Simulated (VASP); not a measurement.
A run of VASP 6.6.1:

The input INCAR:

```
PREC = Accurate ; ENCUT = 520
EDIFF = 1E-7 ; ISMEAR = 0
SIGMA = 0.05 ; LREAL = F
LASPH = T ; NELM = 60
ALGO = Normal ; ISIF = 2
LWAVE = F ; LCHARG = F
GGA = CA ; NBANDS = 21
```

File KPOINTS:

```
regular mesh
0
Gamma
  8 8 6
```

The input POSCAR:

```
AlGaN2
1.0
    3.1408770487      0.0000000000      0.0000000000
    0.0000000000      3.1408770487      0.0000000000
    0.0000000000      0.0000000000      4.4238379400
Al Ga N
1 1 2
Direct
    0.5000000000      0.5000000000      0.5000000000
    0.0000000000      0.0000000000      0.0000000000
    0.5000000000      0.0000000000      0.7518276938
    0.0000000000      0.5000000000      0.2481723062
```

Potentials or basis: VASP PAW LDA potentials, release 64 (Al, Ga_d, N).

Launch:

```console
$ cat potpaw_LDA.64/Al/POTCAR potpaw_LDA.64/Ga_d/POTCAR potpaw_LDA.64/N/POTCAR > POTCAR
$ mpirun -np 1 vasp_std > vasp.out
```

Hardware: 1 thread of Intel(R) Xeon(R) 6975P-C (Granite Rapids) (shared host).

Q: How long does it take, and how much memory?

A: Wall time 14 s on 1 thread of Intel(R) Xeon(R) 6975P-C (Granite Rapids) (shared host), peak memory 0.17 GiB. Counts: scf iterations 14, k points 60.
